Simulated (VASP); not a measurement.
# AlNi (Pm-3m) in VASP: notebook, part 2 of 2

VASP 6.6.1.

### Step 3. Relaxation of cell and atoms, PBE+D3(BJ)

This run uses another cell than the first one, of 11.96 Å³/atom, 1.025 times its volume.

Input file INCAR:

```
ALGO     = Normal         # electronic algorithm
EDIFF    = 1E-6           # SCF threshold, eV
EDIFFG   = -0.005         # ionic threshold
ENCUT    = 600            # plane-wave cutoff, eV
GGA      = PE             # functional
IBRION   = 2              # ionic algorithm
ISIF     = 3              # what is computed and relaxed
ISMEAR   = 0              # smearing method
IVDW     = 12             # dispersion correction
LASPH    = True           # aspherical terms in the spheres
LCHARG   = False          # write CHGCAR
LREAL    = False          # projectors in reciprocal space
LWAVE    = False          # write WAVECAR
NELM     = 60             # most SCF steps
NSW      = 100            # ionic steps
PREC     = Accurate       # precision mode
SIGMA    = 0.1            # smearing width, eV
```

Input file KPOINTS:

```
k-points
0
Gamma
  14 14 14
```

Input file POSCAR:

```
AlNi
1.0
    2.8810000000      0.0000000000      0.0000000000
    0.0000000000      2.8810000000      0.0000000000
    0.0000000000      0.0000000000      2.8810000000
Al Ni
1 1
Direct
    0.0000000000      0.0000000000      0.0000000000
    0.5000000000      0.5000000000      0.5000000000
```

Potentials or basis: VASP PAW PBE potentials, release 64 (Al, Ni).

Run with:

```
cat potpaw_PBE.64/Al/POTCAR potpaw_PBE.64/Ni/POTCAR > POTCAR
mpirun -np 1 vasp_std > vasp.out
```

OUTCAR:

```text
EDIFF = 1E-6
   EDIFFG = -0.005
   ENCUT = 600
   GGA = PE
   IBRION = 2
   ISIF = 3
   ISMEAR = 0
   IVDW = 12
   LASPH = True
   LREAL = False
   NELM = 60
   NSW = 100
   PREC = Accurate
 IVDW          = 12

 ion  position               nearest neighbor table
   1  0.000  0.000  0.000-   2 2.50   2 2.50   2 2.50   2 2.50   2 2.50   2 2.50   2 2.50   2 2.50

   2  0.500  0.500  0.500-   1 2.50   1 2.50   1 2.50   1 2.50   1 2.50   1 2.50   1 2.50   1 2.50

  LATTYP: Found a simple cubic cell.
 ALAT       =     2.8810000000

  Lattice vectors:

 A1 = (   2.8810000000,   0.0000000000,   0.0000000000)
 A2 = (   0.0000000000,   2.8810000000,   0.0000000000)
 A3 = (   0.0000000000,   0.0000000000,   2.8810000000)

Analysis of symmetry for initial positions (statically):
=====================================================================
 Subroutine PRICEL returns:
 Original cell was already a primitive cell.

 Routine SETGRP: Setting up the symmetry group for a
 simple cubic supercell.

 Subroutine GETGRP returns: Found 48 space group operations
 (whereof 48 operations were pure point group operations)
 out of a pool of 48 trial point group operations.

The static configuration has the point symmetry O_h .

Analysis of symmetry for dynamics (positions and initial velocities):
=====================================================================
 Subroutine PRICEL returns:
 Original cell was already a primitive cell.

 Routine SETGRP: Setting up the symmetry group for a
 simple cubic supercell.

 Subroutine GETGRP returns: Found 48 space group operations
 (whereof 48 operations were pure point group operations)
 out of a pool of 48 trial point group operations.

The dynamic configuration has the point symmetry O_h .

 Subroutine INISYM returns: Found 48 space group operations
 (whereof 48 operations are pure point group operations),
 and found     1 'primitive' translations

----------------------------------------------------------------------------------------

                                     Primitive cell

  volume of cell :      23.9128

  direct lattice vectors                    reciprocal lattice vectors
[... 98 lines left out ...]
   NELECT =      13.0000    total number of electrons
   NUPDOWN=      -1.0000    fix difference up-down
   EMIN   =  10.00;   EMAX   =-10.00  energy-range for DOS
   EFERMI =   0.00;   METHOD = LEGACY
   ISMEAR =     0;   SIGMA  =   0.10  broadening in eV -4-tet -1-fermi 0-gaus
   EFERMI_NEDOS =   21; number of points for ismear=-14 and -15
   IALGO  =     38    algorithm
   IMIX   =      4    mixing-type and parameters
     AMIX     =   0.40;   BMIX     =  1.00
     AMIX_MAG =   1.60;   BMIX_MAG =  1.00
  volume/ion in A,a.u.               =      11.96        80.69
  Fermi-wavevector in a.u.,A,eV,Ry     =   1.336122  2.524904 24.289410  1.785221
  Thomas-Fermi vector in A             =   2.464773
   LORBIT       =      0    0 simple, 1 ext, 2 COOP (PROOUT), +10 PAW based schemes
   GGA     = PE    functional components
   LHFCALC =     F    Hartree Fock is set to
   AEXX    =    0.0000 exact exchange contribution
   IVDW    =    12    specifies the selected vdW correction
   LEPSILON=     F    determine dielectric tensor
   LRPA    =     F    only Hartree local field effects (RPA)
 conjugate gradient relaxation of ions
 non-spin polarized calculation
 Gauss-broadening in eV      SIGMA  =   0.10
  energy-cutoff  :      600.00
  volume of cell :       23.91
 maximum number of plane-waves:       840
 NGX is ok and might be reduce to    24
   NGX = 11   NGY = 11   NGZ = 11

--------------------------------------- Ionic step        1  -------------------------------------------

 number of electron      13.0000015 magnetization

 Free energy of the ion-electron system (eV)
  ---------------------------------------------------
  ext. energy  EPLUGINS =         0.00000000
  ---------------------------------------------------
  free energy    TOTEN  =       -10.53740256 eV

  energy without entropy =      -10.53229584  energy(sigma->0) =      -10.53484920

 E-fermi :   9.9951     XC(G=0): -12.0482

 val. band max:        9.9885351426   @ k =   0.3571   0.1429   0.1429
 cond. band min:      10.0307551621   @ k =   0.3571   0.2857   0.0714
 fundamental gap:      0.0422200196
 Fermi energy:         9.9951077896

 k-point     1 :       0.0000    0.0000    0.0000
  band No.  band energies     occupation
      1      -1.1120      2.00000
      2       6.8001      2.00000
      3       6.8001      2.00000
      4       8.4848      2.00000
      5       8.4848      2.00000
      6       8.4848      2.00000
      7      15.5255      0.00000
      8      15.5255      0.00000
      9      15.5255      0.00000
     10      18.1506      0.00000
[... 378 lines left out ...]
--------------------------------------- Ionic step        3  -------------------------------------------

 number of electron      13.0000008 magnetization

 Free energy of the ion-electron system (eV)
  ---------------------------------------------------
  ext. energy  EPLUGINS =         0.00000000
  ---------------------------------------------------
  free energy    TOTEN  =       -10.52174457 eV

  energy without entropy =      -10.51667732  energy(sigma->0) =      -10.51921095

 E-fermi :  10.3315     XC(G=0): -12.1698

 val. band max:       10.3241127237   @ k =   0.3571   0.2143   0.0714
 cond. band min:      10.3333236429   @ k =   0.3571   0.1429   0.1429
 fundamental gap:      0.0092109192
 Fermi energy:        10.3315366492

 k-point     1 :       0.0000    0.0000    0.0000
  band No.  band energies     occupation
      1      -0.9607      2.00000
      2       7.0139      2.00000
      3       7.0139      2.00000
      4       8.7689      2.00000
      5       8.7689      2.00000
      6       8.7689      2.00000
      7      15.9705      0.00000
      8      15.9705      0.00000
      9      15.9705      0.00000
     10      18.5693      0.00000
[... 332 lines left out ...]
  FREE ENERGIE OF THE ION-ELECTRON SYSTEM (eV)
  ---------------------------------------------------
  free  energy   TOTEN  =       -11.4310445657 eV

  energy  without entropy=      -11.4259773136  energy(sigma->0) =      -11.42851094

 reached required accuracy - stopping structural energy minimisation
```

CONTCAR:

```text
AlNi
   1.00000000000000
     2.8569118119298200    0.0000000000000000    0.0000000000000000
     0.0000000000000000    2.8569118119298200    0.0000000000000000
    -0.0000000000000000   -0.0000000000000000    2.8569118119298200
  Al              Ni
     1     1
Direct
     0.0000000000000000    0.0000000000000000    0.0000000000000000
     0.5000000000000000    0.5000000000000000    0.5000000000000000

  0.00000000E+00  0.00000000E+00  0.00000000E+00
  0.00000000E+00  0.00000000E+00  0.00000000E+00
```

It took 46 s on 1 thread of Intel Xeon Platinum 8375C at 2.90GHz (Ice Lake), shared host; peak memory 0.18 GiB.

What came out:

```yaml
Free_energy: -11.4310 eV
Relaxed_volume: 11.66 Å³/atom
Relaxed_cell: a = 2.857 Å, b = 2.857 Å, c = 2.857 Å, α = 90.00°, β = 90.00°, γ = 90.00°
Space_group_after_relaxing_to_0.05_Å: Pm-3m (No. 221)
Energy_gained_by_relaxing: 3.9 meV/atom
Ionic_steps: 3
Pressure_after_relaxing: 0.0 GPa
Dispersion_energy_per_atom: -0.455 eV
```

The path:
```csv
step,energy change (eV),largest force (eV/Å),pressure (GPa),volume (Å³)
1,0.0000,0.0000,-4.05,23.91
2,-0.0032,0.0000,3.40,22.88
3,-0.0078,0.0000,0.00,23.32
```

Final structure:
```xyz
2
Lattice="2.8569 0.0000 0.0000 0.0000 2.8569 0.0000 0.0000 0.0000 2.8569" Properties=species:S:1:pos:R:3 pbc="T T T"
Al    0.0000    0.0000    0.0000
Ni    1.4285    1.4285    1.4285
```

Caveat: pairwise dispersion overbinds metals, which lowers pressure and volume.
